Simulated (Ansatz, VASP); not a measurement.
# One calculation of Ge, two programs

The input INCAR:

```
PREC = Accurate
ENCUT = 500
EDIFF = 1E-6
ISMEAR = -1
SIGMA = 0.05
LREAL = False
LASPH = True
NELM = 120
ALGO = Normal
ISIF = 2
LWAVE = False
LCHARG = True
GGA = PS
LELF = True
LVHAR = True
NBANDS = 21
GGA_COMPAT = False
```

Contents of KPOINTS:

```
Automatic mesh
0
Gamma
  9 9 9
```

Contents of POSCAR:

```
Ge
1.0
   -2.5091523150      2.6633424900      1.4369470000
    2.5091523150     -2.6633424900      1.4369470000
    2.4826436850      2.6383835100     -1.4369470000
Ge
2
Direct
    0.3140570000      0.0640570000      0.2500000000
    0.6859430000      0.9359430000      0.7500000000
```

The input input.yaml:

```yaml
crystal:
  lattice:
    - [-2.509152315, 2.66334249, 1.436947]
    - [2.509152315, -2.66334249, 1.436947]
    - [2.482643685, 2.63838351, -1.436947]
  atoms:
    - { symbol: Ge, position: [0.314057, 0.064057, 0.25] }
    - { symbol: Ge, position: [0.685943, 0.935943, 0.75] }
hamiltonian:
  xc: pbesol
  pseudopotentials: { kind: paw }
kpoints:
  mp_grid: { grid: [9, 9, 9] }
  band_path:
    path:
      - [[0.0, 0.0, 0.5], [0.0, 0.0, 0.0], [0.5, -0.5, 0.0]]
      - [[0.5, -0.5, 0.5], [0.0, 0.0, 0.0], [0.0, 0.5, -0.5]]
      - [[0.0, 0.5, 0.0], [0.0, 0.0, 0.0], [0.5, 0.0, -0.5]]
      - [[0.5, 0.0, 0.0], [0.0, 0.0, 0.0]]
    npoints: 14
scf:
  occupations: { method: fermi_dirac, width: 0.05 }
  n_extra_bands: 6
output:
  forces: true
  stress: true
  eigenvalues: true
  fatbands: false
```

Alike in both runs: functional PBEsol; k mesh 9 × 9 × 9; occupations fermi-dirac, width 0.05 eV; no spin polarisation.

|  | VASP | Ansatz |
| --- | --- | --- |
| version | VASP 6.6.1 | Ansatz 0.2.0 |
| potentials or method | VASP PAW PBE potentials, release 64 (Ge_d) | Ansatz PAW |
| plane-wave cutoff (eV) | 500 | 420 |
| valence electrons in the cell | 28 | 28 |
| task | single point | band structure |

Ansatz gave:

* gap on the k mesh at the Fermi level (eV): none
* pressure (GPa): -2.4
* traceless stress, the component that is largest in VASP (GPa): -0.33
* rms of the force components (eV/Å): 0.023

**Question.** Which values does VASP return?

**Answer.** gap on the k mesh at the Fermi level (eV): none; pressure (GPa): -2.6; traceless stress, the component that is largest in VASP (GPa): -0.36; rms of the force components (eV/Å): 0.024.

VASP's potentials were made for PBE, not for PBEsol. Atom by atom the forces differ by 0.001 eV/Å (rms over components). A gap of «none» marks a metal or a gap that the smearing closes. The functional is the same, so the differences come from potentials, cutoffs and numerics.
